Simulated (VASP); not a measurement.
## SiC (Moissanite): single point with PBE

SiC (Moissanite):

```
Si C
1.0
     3.07600    0.00000    0.00000
    -1.53800    2.66389    0.00000
     0.00000    0.00000    5.04800
Si C
2 2
Direct
  0.66667 0.33333 0.50000
  0.33333 0.66667 0.00000
  0.66667 0.33333 0.88500
  0.33333 0.66667 0.38500
```

```json
{
 "Program": "VASP 6.6.1",
 "Task": "single point",
 "Functional": "PBE",
 "Potentials or basis": "VASP PAW PBE potentials, release 64 (Si, C)",
 "Cutoff": "520 eV",
 "k mesh": "10 × 10 × 5",
 "Occupations": "gaussian, width 0.017 eV",
 "Spin": "no spin polarisation"
}
```

- Pressure: 3.6 GPa
- Largest force: 0.753 eV/Å
- Band gap on the k mesh: 2.48 eV, indirect (least direct gap 4.08 eV)

Forces on the atoms (eV/Å):
```
Si   0.000  0.000  0.753
Si   0.000  0.000  0.753
C    0.000  0.000 -0.753
C    0.000  0.000 -0.753
```

Stress tensor (GPa, compression positive):
```
5.25 0.00 0.00
0.00 5.25 0.00
0.00 0.00 0.42
```

Levels at points of the mesh, in eV from the valence-band top:
```csv
k point,band 6,band 7,band 8,band 9,band 10,band 11
"(0.00, 0.00, 0.00)",-0.28,-0.28,0.00,4.62,6.03,6.51
"(0.50, 0.00, 0.00)",-3.54,-3.26,-1.49,2.59,4.20,6.74
```

Run time: 14 s on 1 thread of AMD EPYC 9R45 96-Core Processor (Zen 5) (shared host), peak memory 0.13 GiB.

A k mesh can miss the band edges.
